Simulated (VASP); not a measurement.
Hf6Ta3Nb4V3, 16 atoms in the cell. The typed cell holds 16 atoms: a = 5.894 Å, b = 6.700 Å, c = 9.341 Å, α = 90.01°, β = 90.08°, γ = 124.87°. 

```yaml
Program: VASP 6.6.1
Task: single point
Functional: PBE
Potentials_or_basis: VASP PAW PBE potentials, release 64 (V_sv, Nb_sv, Hf_pv, Ta_pv)
Cutoff: 520 eV
k_mesh: 3 × 3 × 2, shifted
Occupations: gaussian, width 0.1 eV
Spin: no spin polarisation
Dipole_correction: no
Further_INCAR_settings: LREAL = Auto; ALGO = Fast; EDIFF = 1e-06; NBANDS = 106; ISYM = 0
```

Potentials or basis: VASP PAW PBE potentials, release 64 (V_sv, Nb_sv, Hf_pv, Ta_pv).

Run with:

```console
$ cat potpaw_PBE.64/V_sv/POTCAR potpaw_PBE.64/Nb_sv/POTCAR potpaw_PBE.64/Hf_pv/POTCAR potpaw_PBE.64/Ta_pv/POTCAR > POTCAR
$ mpirun -np 1 vasp_std > vasp.out
```

Hardware: 1 thread of Intel Xeon 8259CL (shared host).

Problem. Estimate the wall time of this run.

Solution. Wall time 53 min on 1 thread of Intel Xeon 8259CL (shared host), peak memory 0.55 GiB. Counts: scf iterations 39, k points 9.
